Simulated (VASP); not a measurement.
# NiO (Fm-3m) in VASP: a series of runs

NiO is run at these levels: PBEsol; tasks: single point.

All numbers are computed with VASP 6.6.1; they aren't measurements. Logs are shortened: lines on timing, memory, paths and dates and some standing lists are left out, and cuts for length are marked.

**The experiment to reproduce.**

“Local correlations, non-local screening, multiplets, and band formation in NiO”, 2012, arxiv:1210.6675 quotes, for a bulk crystal of NiO: band gap 4.3 eV.

How close the calculation comes is told below.

**1. The cell of the first run**

It takes space group Fm-3m (No. 225, cubic). Conventional cell: a = 3.959 Å, b = 3.959 Å, c = 3.959 Å, α = 90.00°, β = 90.00°, γ = 90.00°. Ni (site symmetry m-3m) has 6 O at 1.98 Å within 2.6 Å. O (site symmetry m-3m) has 6 Ni at 1.98 Å within 2.6 Å.

**2. Single point, PBEsol, collinear spin, ferromagnetic start**

File INCAR:

```
SYSTEM = NiO
PREC = Accurate
ENCUT = 520
EDIFF = 1E-6
ISMEAR = -1
SIGMA = 0.05
LREAL = .FALSE.
LASPH = .TRUE.
NELM = 150
ALGO = Normal
ISIF = 2
LWAVE = .FALSE.
LCHARG = .FALSE.
ISPIN = 2
MAGMOM = 1 0
LORBIT = 11
LMAXMIX = 4
GGA = PS
NBANDS = 19
```

File KPOINTS:

```
Automatic mesh
0
G
  11 11 11
  0 0 0
```

File POSCAR:

```
NiO
1.0
    0.0000000000      1.9793153120      1.9793153120
    1.9793153120      0.0000000000      1.9793153120
    1.9793153120      1.9793153120      0.0000000000
Ni O
1 1
Direct
    0.0000000000      0.0000000000      0.0000000000
    0.5000000000      0.5000000000      0.5000000000
```

Potentials or basis: VASP PAW PBE potentials, release 64 (Ni, O).

Run with:

```bash
> cat potpaw_PBE.64/Ni/POTCAR potpaw_PBE.64/O/POTCAR > POTCAR
> mpirun -np 1 vasp_std > vasp.out
```

OUTCAR:

```text
SYSTEM = NiO
   PREC = Accurate
   ENCUT = 520
   EDIFF = 1E-6
   ISMEAR = -1
   LREAL = .FALSE.
   LASPH = .TRUE.
   NELM = 150
   ISIF = 2
   ISPIN = 2
   LORBIT = 11
   GGA = PS

 ion  position               nearest neighbor table
   1  0.000  0.000  0.000-   2 1.98   2 1.98   2 1.98   2 1.98   2 1.98   2 1.98
   2  0.500  0.500  0.500-   1 1.98   1 1.98   1 1.98   1 1.98   1 1.98   1 1.98

  LATTYP: Found a face centered cubic cell.
 ALAT       =     3.9586306240

  Lattice vectors:

 A1 = (   0.0000000000,   1.9793153120,   1.9793153120)
 A2 = (   1.9793153120,   0.0000000000,   1.9793153120)
 A3 = (   1.9793153120,   1.9793153120,   0.0000000000)

Analysis of symmetry for initial positions (statically):
=====================================================================
 Subroutine PRICEL returns:
 Original cell was already a primitive cell.

 Routine SETGRP: Setting up the symmetry group for a
 face centered cubic supercell.

 Subroutine GETGRP returns: Found 48 space group operations
 (whereof 48 operations were pure point group operations)
 out of a pool of 48 trial point group operations.

The static configuration has the point symmetry O_h .

Analysis of symmetry for dynamics (positions and initial velocities):
=====================================================================
 Subroutine PRICEL returns:
 Original cell was already a primitive cell.

 Routine SETGRP: Setting up the symmetry group for a
 face centered cubic supercell.

 Subroutine GETGRP returns: Found 48 space group operations
 (whereof 48 operations were pure point group operations)
 out of a pool of 48 trial point group operations.

The dynamic configuration has the point symmetry O_h .

Analysis of structural, dynamic, and magnetic symmetry:
=====================================================================
 Subroutine PRICEL returns:
 Original cell was already a primitive cell.

 Routine SETGRP: Setting up the symmetry group for a
 face centered cubic supercell.

 Subroutine GETGRP returns: Found 48 space group operations
 (whereof 48 operations were pure point group operations)
 out of a pool of 48 trial point group operations.

The overall configuration has the point symmetry O_h .

 Subroutine INISYM returns: Found 48 space group operations
 (whereof 48 operations are pure point group operations),
 and found     1 'primitive' translations

----------------------------------------------------------------------------------------

                                     Primitive cell

  volume of cell :      15.5087

  direct lattice vectors                    reciprocal lattice vectors
     0.000000000  1.979315312  1.979315312    -0.252612606  0.252612606  0.252612606
     1.979315312  0.000000000  1.979315312     0.252612606 -0.252612606  0.252612606
     1.979315312  1.979315312  0.000000000     0.252612606  0.252612606 -0.252612606

  length of vectors
     2.799174558  2.799174558  2.799174558     0.437537869  0.437537869  0.437537869

  position of ions in fractional coordinates (direct lattice)
     0.000000000  0.000000000  0.000000000
     0.500000000  0.500000000  0.500000000

  ion indices of the primitive-cell ions
   primitive index   ion index
                 1           1
                 2           2

----------------------------------------------------------------------------------------

 KPOINTS: Automatic mesh

Automatic generation of k-mesh.
 Grid dimensions read from file:
 generate k-points for:   11   11   11

 Generating k-lattice:

  Cartesian coordinates                     Fractional coordinates (reciprocal lattice)
    -0.022964782  0.022964782  0.022964782     0.090909091  0.000000000  0.000000000
     0.022964782 -0.022964782  0.022964782     0.000000000  0.090909091  0.000000000
     0.022964782  0.022964782 -0.022964782     0.000000000  0.000000000  0.090909091

  Length of vectors
     0.039776170  0.039776170  0.039776170

  Shift w.r.t. Gamma in fractional coordinates (k-lattice)
     0.000000000  0.000000000  0.000000000

 Subroutine IBZKPT returns following result:
 ===========================================

 Found     56 irreducible k-points:

 Following reciprocal coordinates:
            Coordinates               Weight
  0.000000  0.000000  0.000000      1.000000
  0.090909  0.000000  0.000000      8.000000
  0.181818  0.000000  0.000000      8.000000
  0.272727  0.000000  0.000000      8.000000
  0.363636  0.000000  0.000000      8.000000
  0.454545  0.000000  0.000000      8.000000
[... 16 lines left out ...]
 -0.272727  0.181818  0.000000     24.000000
 -0.181818  0.181818  0.000000     12.000000
 [... further k-points ...]
   k-points           NKPTS =     56   k-points in BZ     NKDIM =     56   number of bands    NBANDS=     19
   number of dos      NEDOS =    301   number of ions     NIONS =      2
   total plane-waves  NPLWV =  13824
   dimension x,y,z NGX =    24 NGY =   24 NGZ =   24
   dimension x,y,z NGXF=    48 NGYF=   48 NGZF=   48
   ions per type =               1   1
   NGX,Y,Z   is equivalent  to a cutoff of  14.25, 14.25, 14.25 a.u.
   NGXF,Y,Z  is equivalent  to a cutoff of  28.51, 28.51, 28.51 a.u.
 SYSTEM =  NiO
   PREC   = accura    normal or accurate (medium, high low for compatibility)
   ISTART =      0    job   : 0-new  1-cont  2-samecut
   ICHARG =      2    charge: 1-file 2-atom 10-const
   ISPIN  =      2    spin polarized calculation?
   LNONCOLLINEAR =      F non collinear calculations
   LSORBIT =      F    spin-orbit coupling
   LASPH  =      T    aspherical Exc in radial PAW
   ENCUT  =  520.0 eV  38.22 Ry    6.18 a.u.   5.20  5.20  5.20*2*pi/ulx,y,z
   NELM   =    150;   NELMIN=  2; NELMDL= -5     # of ELM steps
   EDIFF  = 0.1E-05   stopping-criterion for ELM
   LREAL  =      F    real-space projection
   EDIFFG = 0.1E-04   stopping-criterion for IOM
   NSW    =      0    number of steps for IOM
   IBRION =     -1    ionic relax: 0-MD 1-quasi-New 2-CG
   NFREE  =      0    steps in history (QN), initial steepest desc. (CG)
   ISIF   =      2    stress and relaxation
   ISYM   =      2    0-nonsym 1-usesym 2-fastsym
   POTIM  = 0.5000    time-step for ionic-motion
   TEBEG  =    0.0;   TEEND  =   0.0 temperature during run
   PSTRESS=    0.0 pullay stress
   NELECT =      16.0000    total number of electrons
   NUPDOWN=      -1.0000    fix difference up-down
   EMIN   =  10.00;   EMAX   =-10.00  energy-range for DOS
   EFERMI =   0.00;   METHOD = LEGACY
   ISMEAR =    -1;   SIGMA  =   0.05  broadening in eV -4-tet -1-fermi 0-gaus
   EFERMI_NEDOS =   21; number of points for ismear=-14 and -15
   IALGO  =     38    algorithm
   IMIX   =      4    mixing-type and parameters
     AMIX     =   0.40;   BMIX     =  1.00
     AMIX_MAG =   1.60;   BMIX_MAG =  1.00
  volume/ion in A,a.u.               =       7.75        52.33
  Fermi-wavevector in a.u.,A,eV,Ry     =   1.654207  3.125998 37.230991  2.736401
  Thomas-Fermi vector in A             =   2.742514
   LORBIT       =     11    0 simple, 1 ext, 2 COOP (PROOUT), +10 PAW based schemes
   GGA     = PS    functional components
   LHFCALC =     F    Hartree Fock is set to
   AEXX    =    0.0000 exact exchange contribution
   IVDW    =     0    specifies the selected vdW correction
   LEPSILON=     F    determine dielectric tensor
   LRPA    =     F    only Hartree local field effects (RPA)
 spin polarized calculation
  energy-cutoff  :      520.00
  volume of cell :       15.51
 maximum number of plane-waves:       431
 NGX is ok and might be reduce to    24
   NGX = 11   NGY = 11   NGZ = 11

 number of electron      15.9999999 magnetization       0.3702672

 Free energy of the ion-electron system (eV)
  ---------------------------------------------------
  ext. energy  EPLUGINS =         0.00000000
  ---------------------------------------------------
  free energy    TOTEN  =       -12.25358924 eV

  energy without entropy =      -12.24436220  energy(sigma->0) =      -12.24897572

 E-fermi :  10.3415     XC(G=0): -13.9152

 val. band max:       10.3260249472   @ k =   0.2727   0.2727   0.0000
 cond. band min:      10.3568838902   @ k =  -0.4545   0.2727   0.0000
 fundamental gap:      0.0308589430
 Fermi energy:        10.3414637577

 spin component 1

 k-point     1 :       0.0000    0.0000    0.0000
  band No.  band energies     occupation
      1     -11.8021      1.00000
      2       6.4418      1.00000
      3       6.4418      1.00000
      4       6.4418      1.00000
      5       7.7680      1.00000
      6       7.7680      1.00000
[... 11 lines left out ...]
     18      38.4506      0.00000
     19      38.4506      0.00000
[... 485 lines left out ...]
 k-point    24 :      -0.1818    0.1818    0.0000
  band No.  band energies     occupation
      1     -10.6908      1.00000
      2       2.4454      1.00000
      3       4.0451      1.00000
      4       4.3920      1.00000
      5       8.2535      1.00000
      6       8.6255      1.00000
[... 11 lines left out ...]
     18      43.9104      0.00000
     19      45.2377      0.00000

 [... further k-points ...]

 spin component 2

 k-point     1 :       0.0000    0.0000    0.0000
  band No.  band energies     occupation
      1     -11.7214      1.00000
      2       6.5379      1.00000
      3       6.5379      1.00000
      4       6.5379      1.00000
      5       7.9621      1.00000
      6       7.9621      1.00000
[... 11 lines left out ...]
     18      38.5882      0.00000
     19      38.5882      0.00000
[... 485 lines left out ...]
 k-point    24 :      -0.1818    0.1818    0.0000
  band No.  band energies     occupation
      1     -10.6050      1.00000
      2       2.5564      1.00000
      3       4.2561      1.00000
      4       4.4934      1.00000
      5       8.4560      1.00000
      6       8.9864      1.00000
[... 11 lines left out ...]
     18      44.0055      0.00000
     19      45.3089      0.00000

 [... further k-points ...]

------------------------ aborting loop because EDIFF is reached ----------------------------------------

  FORCE on cell =-STRESS in cart. coord.  units (eV):
  Direction    XX          YY          ZZ          XY          YZ          ZX
  --------------------------------------------------------------------------------------
  -------------------------------------------------------------------------------------
  Total        2.9694029      2.9694029      2.9694029     -0.0000000      0.0000000     -0.0000000
  in kB      306.7642599    306.7642599    306.7642599     -0.0000000      0.0000000     -0.0000000
  external PRESSURE =     306.7642599 kB  Pullay stress =       0.0000000 kB

 VOLUME and BASIS-vectors are now :
 -----------------------------------------------------------------------------
  energy-cutoff  :      520.00
  volume of cell :       15.51
      direct lattice vectors                 reciprocal lattice vectors
     0.000000000  1.979315312  1.979315312    -0.252612606  0.252612606  0.252612606
     1.979315312  0.000000000  1.979315312     0.252612606 -0.252612606  0.252612606
     1.979315312  1.979315312  0.000000000     0.252612606  0.252612606 -0.252612606

 POSITION                                       TOTAL-FORCE (eV/Angst)
 -----------------------------------------------------------------------------------
      0.00000      0.00000      0.00000         0.000000      0.000000      0.000000
      1.97932      1.97932      1.97932         0.000000      0.000000     -0.000000
 -----------------------------------------------------------------------------------
    total drift:                                0.000000     -0.000000     -0.000000

  FREE ENERGIE OF THE ION-ELECTRON SYSTEM (eV)
  ---------------------------------------------------
  free  energy   TOTEN  =       -12.2535892425 eV

  energy  without entropy=      -12.2443621959  energy(sigma->0) =      -12.24897572

 total charge

# of ion       s       p       d       tot
------------------------------------------
    1        0.394   0.543   8.475   9.412
    2        1.568   3.437   0.000   5.006
--------------------------------------------------
tot          1.962   3.980   8.475  14.418

 magnetization (x)

# of ion       s       p       d       tot
------------------------------------------
    1        0.005   0.005   0.304   0.314
    2        0.010   0.037   0.000   0.047
--------------------------------------------------
tot          0.014   0.043   0.304   0.361
```

It took 46 s on 1 thread of Intel Xeon 8259CL, shared host; peak memory 0.16 GiB.

What came out:

| Item | Value |
| --- | --- |
| Free energy | -12.2536 eV |
| Pressure | 30.7 GPa |
| Net moment | 0.37 μB per cell |
| Site moments | Ni +0.31; O +0.05 μB |
| Valence electrons inside the program's atomic spheres | Ni 9.41; O 5.01 |

Levels at points of the mesh, in eV from the Fermi level:
Spin up:
```
           k point  band 5  band 6  band 7  band 8  band 9  band 10  band 11  band 12
(0.00, 0.00, 0.00)   -2.57   -2.57   -2.57   -2.33   -2.33     2.46    18.00    20.13
```
Spin down:
```
           k point  band 5  band 6  band 7  band 8  band 9  band 10  band 11  band 12
(0.00, 0.00, 0.00)   -2.38   -2.38   -2.38   -1.84   -1.84     2.54    18.00    20.19
```

Caveat: the cell stands under pressure; the PAW data sets were made with another functional, which shifts forces and pressure a little; semilocal functionals often make such compounds metallic where correlation or magnetic order opens a gap, which also shifts bond lengths. With open d or f shells a metallic result of PBEsol can be an artefact of self-interaction; +U or a hybrid may open a gap.

**3. Single point, PBEsol, collinear spin, ferromagnetic start**

This run uses another cell than the first one, of 7.98 Å³/atom.

File INCAR:

```
  PREC = Accurate
  ENCUT = 520
  EDIFF = 1E-7
  ISMEAR = -1
  SIGMA = 0.05
  LREAL = False
  LASPH = True
  NELM = 150
  ALGO = Normal
  ISIF = 2
  LWAVE = False
  LCHARG = False
  ISPIN = 2
  MAGMOM = 1 0
  LORBIT = 11
  LMAXMIX = 4
  GGA = PS
  NBANDS = 19
```

File KPOINTS:

```
Automatic mesh
0
Gamma
  11 11 11
```

File POSCAR:

```
NiO
1.0
    0.0000000000      1.9985511365      1.9985511365
    1.9985511365      0.0000000000      1.9985511365
    1.9985511365      1.9985511365      0.0000000000
Ni O
1 1
Direct
    0.0000000000      0.0000000000      0.0000000000
    0.5000000000      0.5000000000      0.5000000000
```

Potentials or basis: VASP PAW PBE potentials, release 64 (Ni, O).

Run with:

```bash
> cat potpaw_PBE.64/Ni/POTCAR potpaw_PBE.64/O/POTCAR > POTCAR
> mpirun -np 1 vasp_std > vasp.out
```

OUTCAR:

```text
PREC = Accurate
   ENCUT = 520
   EDIFF = 1E-7
   ISMEAR = -1
   LREAL = False
   LASPH = True
   NELM = 150
   ISIF = 2
   ISPIN = 2
   LORBIT = 11
   GGA = PS

 ion  position               nearest neighbor table
   1  0.000  0.000  0.000-   2 2.00   2 2.00   2 2.00   2 2.00   2 2.00   2 2.00
   2  0.500  0.500  0.500-   1 2.00   1 2.00   1 2.00   1 2.00   1 2.00   1 2.00

  LATTYP: Found a face centered cubic cell.
 ALAT       =     3.9971022730

  Lattice vectors:

 A1 = (   0.0000000000,   1.9985511365,   1.9985511365)
 A2 = (   1.9985511365,   0.0000000000,   1.9985511365)
 A3 = (   1.9985511365,   1.9985511365,   0.0000000000)

Analysis of symmetry for initial positions (statically):
=====================================================================
 Subroutine PRICEL returns:
 Original cell was already a primitive cell.

 Routine SETGRP: Setting up the symmetry group for a
 face centered cubic supercell.

 Subroutine GETGRP returns: Found 48 space group operations
[... 725 lines left out ...]
      4       6.1737      1.00000
      5       7.5832      1.00000
      6       7.5832      1.00000
[... 517 lines left out ...]
     18      42.9966      0.00000
     19      44.2513      0.00000

 [... further k-points ...]

------------------------ aborting loop because EDIFF is reached ----------------------------------------

  FORCE on cell =-STRESS in cart. coord.  units (eV):
  Direction    XX          YY          ZZ          XY          YZ          ZX
  --------------------------------------------------------------------------------------
  -------------------------------------------------------------------------------------
  Total        2.0414237      2.0414237      2.0414237     -0.0000000      0.0000000      0.0000000
  in kB      204.8650860    204.8650860    204.8650860     -0.0000000      0.0000000      0.0000000
  external PRESSURE =     204.8650860 kB  Pullay stress =       0.0000000 kB

 VOLUME and BASIS-vectors are now :
 -----------------------------------------------------------------------------
  energy-cutoff  :      520.00
  volume of cell :       15.97
      direct lattice vectors                 reciprocal lattice vectors
     0.000000000  1.998551136  1.998551136    -0.250181239  0.250181239  0.250181239
     1.998551136  0.000000000  1.998551136     0.250181239 -0.250181239  0.250181239
     1.998551136  1.998551136  0.000000000     0.250181239  0.250181239 -0.250181239

 POSITION                                       TOTAL-FORCE (eV/Angst)
 -----------------------------------------------------------------------------------
      0.00000      0.00000      0.00000        -0.000000     -0.000000      0.000000
      1.99855      1.99855      1.99855         0.000000      0.000000     -0.000000
 -----------------------------------------------------------------------------------
    total drift:                                0.000000     -0.000000     -0.000000

  FREE ENERGIE OF THE ION-ELECTRON SYSTEM (eV)
  ---------------------------------------------------
  free  energy   TOTEN  =       -12.3267976607 eV

  energy  without entropy=      -12.3171794591  energy(sigma->0) =      -12.32198856

 total charge

# of ion       s       p       d       tot
------------------------------------------
    1        0.381   0.512   8.447   9.340
    2        1.568   3.418   0.000   4.986
--------------------------------------------------
tot          1.949   3.931   8.447  14.326

 magnetization (x)

# of ion       s       p       d       tot
------------------------------------------
    1        0.005   0.005   0.307   0.317
    2        0.009   0.036   0.000   0.046
--------------------------------------------------
tot          0.014   0.042   0.307   0.363
```

stdout:

```text
POSCAR found type information on POSCAR NiO
 POSCAR found :  2 types and       2 ions
 scaLAPACK will be used
 -----------------------------------------------------------------------------
|                                                                             |
|                                                                             |
|     You enforced a specific xc type in the INCAR file but a different       |
|     I HOPE YOU KNOW WHAT YOU ARE DOING!                                     |
|                                                                             |
 -----------------------------------------------------------------------------

 LDA part: xc-table for (Slater+PW92), standard interpolation
 POSCAR, INCAR and KPOINTS ok, starting setup
 FFT: planning ... GRIDC
 FFT: planning ... GRID_SOFT
 FFT: planning ... GRID
 WAVECAR not read
 entering main loop
```

Wall time 44 s (1 thread of Intel Xeon 8259CL, shared host); peak memory 0.16 GiB.

What came out:

```
Free energy                                           : -12.3268 eV
Pressure                                              : 20.5 GPa
Net moment                                            : 0.37 μB per cell
Site moments                                          : Ni +0.32; O +0.05 μB
Valence electrons inside the program's atomic spheres : Ni 9.34; O 4.99
```

Caveat: the cell stands under pressure; the PAW data sets were made with another functional, which shifts forces and pressure a little; semilocal functionals often make such compounds metallic where correlation or magnetic order opens a gap, which also shifts bond lengths. With open d or f shells a metallic result of PBEsol can be an artefact of self-interaction; +U or a hybrid may open a gap.

[end of part 1 of 2]
